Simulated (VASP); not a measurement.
# CdIn3 (Fm-3m) in VASP: single point with LDA

Aim: the single point of CdIn3 with LDA.

All numbers are computed with VASP 6.6.1; they aren't measurements. Logs are shortened: lines on timing, memory, paths and dates and some standing lists are left out, and cuts for length are marked.

## (1) The cell of the first run

It takes space group Fm-3m (No. 225, cubic). Conventional cell: a = 7.451 Å, b = 7.451 Å, c = 7.451 Å, α = 90.00°, β = 90.00°, γ = 90.00°. Within 4.2 Å of Cd (site symmetry m-3m) lie 14 In at 3.23 to 3.73 Å. In (site symmetry -43m) has 10 In at 3.23 to 3.73 Å and 4 Cd at 3.23 Å within 4.2 Å. In (site symmetry m-3m) has 8 In at 3.23 Å and 6 Cd at 3.73 Å within 4.2 Å.

## (2) Single point, LDA

INCAR

```
PREC = Accurate
ENCUT = 500
EDIFF = 1E-6
ISMEAR = 1
SIGMA = 0.02
LREAL = False
LASPH = True
NELM = 120
ALGO = Normal
ISIF = 2
LWAVE = False
LCHARG = False
GGA = CA
ISYM = 0
NBANDS = 34
GGA_COMPAT = False
```

KPOINTS

```
Automatic mesh
0
Gamma
  6 6 6
  0.5 0.5 0.5
```

POSCAR

```
CdIn3
1.0
    0.0000000000      3.7255419700      3.7255419700
    3.7255419700      0.0000000000      3.7255419700
    3.7255419700      3.7255419700      0.0000000000
Cd In
1 3
Direct
    0.0000000000      0.0000000000      0.0000000000
    0.2500000007      0.2500000007      0.2500000007
    0.7500000007      0.7500000007      0.7500000007
    0.5000000000      0.5000000000      0.5000000000
```

Potentials or basis: VASP PAW LDA potentials, release 64 (Cd, In_d).

Command:

```console
cat potpaw_LDA.64/Cd/POTCAR potpaw_LDA.64/In_d/POTCAR > POTCAR
mpirun -np 1 vasp_std > vasp.out
```

OUTCAR:

```text
PREC = Accurate
   ENCUT = 500
   EDIFF = 1E-6
   ISMEAR = 1
   LREAL = False
   LASPH = True
   NELM = 120
   ISIF = 2
   GGA = CA
   ISYM = 0

 ion  position               nearest neighbor table
   1  0.000  0.000  0.000-   3 3.23   2 3.23   2 3.23   2 3.23   3 3.23   3 3.23   3 3.23   2 3.23
                             4 3.73   4 3.73   4 3.73   4 3.73   4 3.73   4 3.73
   2  0.250  0.250  0.250-   4 3.23   1 3.23   1 3.23   1 3.23   4 3.23   4 3.23   4 3.23   1 3.23
                             3 3.73   3 3.73   3 3.73   3 3.73   3 3.73   3 3.73
   3  0.750  0.750  0.750-   1 3.23   4 3.23   4 3.23   4 3.23   1 3.23   1 3.23   1 3.23   4 3.23
                             2 3.73   2 3.73   2 3.73   2 3.73   2 3.73   2 3.73
   4  0.500  0.500  0.500-   2 3.23   3 3.23   3 3.23   3 3.23   2 3.23   2 3.23   2 3.23   3 3.23
                             1 3.73   1 3.73   1 3.73   1 3.73   1 3.73   1 3.73

IMPORTANT INFORMATION: All symmetrisations will be switched off!
NOSYMM: (Re-)initialisation of all symmetry stuff for point group C_1.

----------------------------------------------------------------------------------------

                                     Primitive cell

  volume of cell :     103.4185

  direct lattice vectors                    reciprocal lattice vectors
     0.000000000  3.725541970  3.725541970    -0.134208661  0.134208661  0.134208661
     3.725541970  0.000000000  3.725541970     0.134208661 -0.134208661  0.134208661
     3.725541970  3.725541970  0.000000000     0.134208661  0.134208661 -0.134208661

  length of vectors
     5.268711981  5.268711981  5.268711981     0.232456220  0.232456220  0.232456220

  position of ions in fractional coordinates (direct lattice)
     0.000000000  0.000000000  0.000000000
     0.250000001  0.250000001  0.250000001
     0.750000001  0.750000001  0.750000001
     0.500000000  0.500000000  0.500000000

  ion indices of the primitive-cell ions
   primitive index   ion index
                 1           1
                 2           2
                 3           3
                 4           4

----------------------------------------------------------------------------------------

 KPOINTS: Automatic mesh

Automatic generation of k-mesh.
 Grid dimensions read from file:
 generate k-points for:    6    6    6

 Generating k-lattice:

  Cartesian coordinates                     Fractional coordinates (reciprocal lattice)
    -0.022368110  0.022368110  0.022368110     0.166666667  0.000000000  0.000000000
     0.022368110 -0.022368110  0.022368110     0.000000000  0.166666667  0.000000000
     0.022368110  0.022368110 -0.022368110     0.000000000  0.000000000  0.166666667

  Length of vectors
     0.038742703  0.038742703  0.038742703

  Shift w.r.t. Gamma in fractional coordinates (k-lattice)
     0.500000000  0.500000000  0.500000000

 Subroutine IBZKPT returns following result:
 ===========================================

 Found    432 irreducible k-points:

 Following reciprocal coordinates:
            Coordinates               Weight
  0.083333  0.083333  0.083333      2.000000
  0.083333  0.000000  0.000000      2.000000
  0.000000  0.000000 -0.083333      2.000000
  0.000000  0.083333  0.000000      2.000000
  0.250000  0.083333  0.083333      2.000000
  0.083333  0.250000  0.083333      2.000000
[... 16 lines left out ...]
  0.000000  0.333333 -0.083333      2.000000
  0.333333  0.000000 -0.083333      2.000000
 [... further k-points ...]
   k-points           NKPTS =    432   k-points in BZ     NKDIM =    432   number of bands    NBANDS=     34
   number of dos      NEDOS =    301   number of ions     NIONS =      4
   total plane-waves  NPLWV =  64000
   dimension x,y,z NGX =    40 NGY =   40 NGZ =   40
   dimension x,y,z NGXF=    80 NGYF=   80 NGZF=   80
   ions per type =               1   3
   NGX,Y,Z   is equivalent  to a cutoff of  12.62, 12.62, 12.62 a.u.
   NGXF,Y,Z  is equivalent  to a cutoff of  25.24, 25.24, 25.24 a.u.
 SYSTEM =  unknown system
   PREC   = accura    normal or accurate (medium, high low for compatibility)
   ISTART =      0    job   : 0-new  1-cont  2-samecut
   ICHARG =      2    charge: 1-file 2-atom 10-const
   ISPIN  =      1    spin polarized calculation?
   LNONCOLLINEAR =      F non collinear calculations
   LSORBIT =      F    spin-orbit coupling
   LASPH  =      T    aspherical Exc in radial PAW
   ENCUT  =  500.0 eV  36.75 Ry    6.06 a.u.   9.61  9.61  9.61*2*pi/ulx,y,z
   NELM   =    120;   NELMIN=  2; NELMDL= -5     # of ELM steps
   EDIFF  = 0.1E-05   stopping-criterion for ELM
   LREAL  =      F    real-space projection
   EDIFFG = 0.1E-04   stopping-criterion for IOM
   NSW    =      0    number of steps for IOM
   IBRION =     -1    ionic relax: 0-MD 1-quasi-New 2-CG
   NFREE  =      0    steps in history (QN), initial steepest desc. (CG)
   ISIF   =      2    stress and relaxation
   ISYM   =      0    0-nonsym 1-usesym 2-fastsym
   POTIM  = 0.5000    time-step for ionic-motion
   TEBEG  =    0.0;   TEEND  =   0.0 temperature during run
   PSTRESS=    0.0 pullay stress
   NELECT =      51.0000    total number of electrons
   NUPDOWN=      -1.0000    fix difference up-down
   EMIN   =  10.00;   EMAX   =-10.00  energy-range for DOS
   EFERMI =   0.00;   METHOD = LEGACY
   ISMEAR =     1;   SIGMA  =   0.02  broadening in eV -4-tet -1-fermi 0-gaus
   EFERMI_NEDOS =   21; number of points for ismear=-14 and -15
   IALGO  =     38    algorithm
   IMIX   =      4    mixing-type and parameters
     AMIX     =   0.40;   BMIX     =  1.00
     AMIX_MAG =   1.60;   BMIX_MAG =  1.00
  volume/ion in A,a.u.               =      25.85       174.48
  Fermi-wavevector in a.u.,A,eV,Ry     =   1.293398  2.444167 22.760883  1.672878
  Thomas-Fermi vector in A             =   2.425046
   LORBIT       =      0    0 simple, 1 ext, 2 COOP (PROOUT), +10 PAW based schemes
   GGA     = CA    functional components
   LHFCALC =     F    Hartree Fock is set to
   AEXX    =    0.0000 exact exchange contribution
   IVDW    =     0    specifies the selected vdW correction
   LEPSILON=     F    determine dielectric tensor
   LRPA    =     F    only Hartree local field effects (RPA)
 non-spin polarized calculation
 Methfessel and Paxton  Order N= 1 SIGMA  =   0.02
  energy-cutoff  :      500.00
  volume of cell :      103.42
 maximum number of plane-waves:      2667
   NGX = 19   NGY = 19   NGZ = 19

 number of electron      51.0000008 magnetization

 Free energy of the ion-electron system (eV)
  ---------------------------------------------------
  ext. energy  EPLUGINS =         0.00000000
  ---------------------------------------------------
  free energy    TOTEN  =       -10.89250550 eV

  energy without entropy =      -10.89227945  energy(sigma->0) =      -10.89243015

 E-fermi :   5.9114     XC(G=0): -10.5547

 val. band max:        5.9094692136   @ k =   0.0000   0.4167   0.0000
 cond. band min:       5.9167613345   @ k =   0.0000  -0.1667  -0.0833
 fundamental gap:      0.0072921208
 Fermi energy:         5.9113571096

 k-point     1 :       0.0833    0.0833    0.0833
  band No.  band energies     occupation
      1      -8.7262      2.00000
      2      -8.7262      2.00000
      3      -8.6990      2.00000
      4      -8.6971      2.00000
      5      -8.6971      2.00000
      6      -8.5869      2.00000
[... 26 lines left out ...]
     33       8.9432      0.00000
     34      12.0702      0.00000

 k-point     2 :       0.0833    0.0000    0.0000
  band No.  band energies     occupation
      1      -8.7262      2.00000
      2      -8.7262      2.00000
      3      -8.6990      2.00000
      4      -8.6971      2.00000
      5      -8.6971      2.00000
      6      -8.5869      2.00000
[... 26 lines left out ...]
     33       8.9432      0.00000
     34      12.0702      0.00000

 k-point     3 :       0.0000    0.0000   -0.0833
  band No.  band energies     occupation
      1      -8.7262      2.00000
      2      -8.7262      2.00000
      3      -8.6990      2.00000
      4      -8.6971      2.00000
      5      -8.6971      2.00000
      6      -8.5869      2.00000
[... 26 lines left out ...]
     33       8.9432      0.00000
     34      12.0702      0.00000

 k-point     4 :       0.0000    0.0833    0.0000
  band No.  band energies     occupation
      1      -8.7262      2.00000
      2      -8.7262      2.00000
      3      -8.6990      2.00000
      4      -8.6971      2.00000
      5      -8.6971      2.00000
      6      -8.5869      2.00000
[... 26 lines left out ...]
     33       8.9432      0.00000
     34      12.0702      0.00000

 k-point     5 :       0.2500    0.0833    0.0833
  band No.  band energies     occupation
      1      -8.7270      2.00000
      2      -8.7095      2.00000
      3      -8.7092      2.00000
      4      -8.7030      2.00000
      5      -8.6985      2.00000
      6      -8.5815      2.00000
[... 621 lines left out ...]
 k-point    22 :       0.0833   -0.3333    0.0000
  band No.  band energies     occupation
      1      -8.7423      2.00000
      2      -8.7341      2.00000
      3      -8.7108      2.00000
      4      -8.6555      2.00000
      5      -8.6491      2.00000
      6      -8.5538      2.00000
[... 26 lines left out ...]
     33      12.4906      0.00000
     34      13.3149      0.00000

 k-point    23 :       0.0000    0.3333   -0.0833
  band No.  band energies     occupation
      1      -8.7423      2.00000
      2      -8.7341      2.00000
      3      -8.7108      2.00000
      4      -8.6555      2.00000
      5      -8.6491      2.00000
      6      -8.5538      2.00000
[... 26 lines left out ...]
     33      12.4906      0.00000
     34      13.3132      0.00000

 k-point    24 :       0.3333    0.0000   -0.0833
  band No.  band energies     occupation
      1      -8.7423      2.00000
      2      -8.7341      2.00000
      3      -8.7108      2.00000
      4      -8.6555      2.00000
      5      -8.6491      2.00000
      6      -8.5538      2.00000
[... 26 lines left out ...]
     33      12.4906      0.00000
     34      13.3140      0.00000

 [... further k-points ...]
[... 5 lines left out ...]
  --------------------------------------------------------------------------------------
  -------------------------------------------------------------------------------------
  Total       -2.0492996     -2.0492923     -2.0493007     -0.0000032     -0.0000177     -0.0000099
  in kB      -31.7480936    -31.7479812    -31.7481112     -0.0000491     -0.0002750     -0.0001527
  external PRESSURE =     -31.7480620 kB  Pullay stress =       0.0000000 kB

 VOLUME and BASIS-vectors are now :
 -----------------------------------------------------------------------------
  energy-cutoff  :      500.00
  volume of cell :      103.42
      direct lattice vectors                 reciprocal lattice vectors
     0.000000000  3.725541970  3.725541970    -0.134208661  0.134208661  0.134208661
     3.725541970  0.000000000  3.725541970     0.134208661 -0.134208661  0.134208661
     3.725541970  3.725541970  0.000000000     0.134208661  0.134208661 -0.134208661

 POSITION                                       TOTAL-FORCE (eV/Angst)
 -----------------------------------------------------------------------------------
      0.00000      0.00000      0.00000         0.000002      0.000003     -0.000003
      1.86277      1.86277      1.86277         0.000009     -0.000004     -0.000004
      5.58831      5.58831      5.58831         0.000000      0.000005      0.000007
      3.72554      3.72554      3.72554        -0.000011     -0.000004     -0.000000
 -----------------------------------------------------------------------------------
    total drift:                               -0.000009     -0.000009      0.000010

  FREE ENERGIE OF THE ION-ELECTRON SYSTEM (eV)
  ---------------------------------------------------
  free  energy   TOTEN  =       -10.8925054961 eV

  energy  without entropy=      -10.8922794500  energy(sigma->0) =      -10.89243015
```

Run time: 29 min. Hardware: 1 thread of Intel Xeon Platinum 8175M at 2.50GHz (Skylake/Cascade Lake), shared host; peak memory 1.1 GiB.

What came out:

* Free energy: -10.8925 eV
* Pressure: -3.2 GPa
* Band gap on the k mesh: zero (an odd number of electrons rules out a gap without spin polarisation)

Levels at points of the mesh, in eV from the Fermi level:
```csv
k point,band 22,band 23,band 24,band 25,band 26,band 27,band 28,band 29
"(0.08, 0.08, 0.08)",-2.48,-1.67,-0.06,0.07,0.07,0.98,1.00,1.00
```

Caveat: the cell stands under tension; spin-orbit coupling is left out, which moves the levels of the heavy elements.
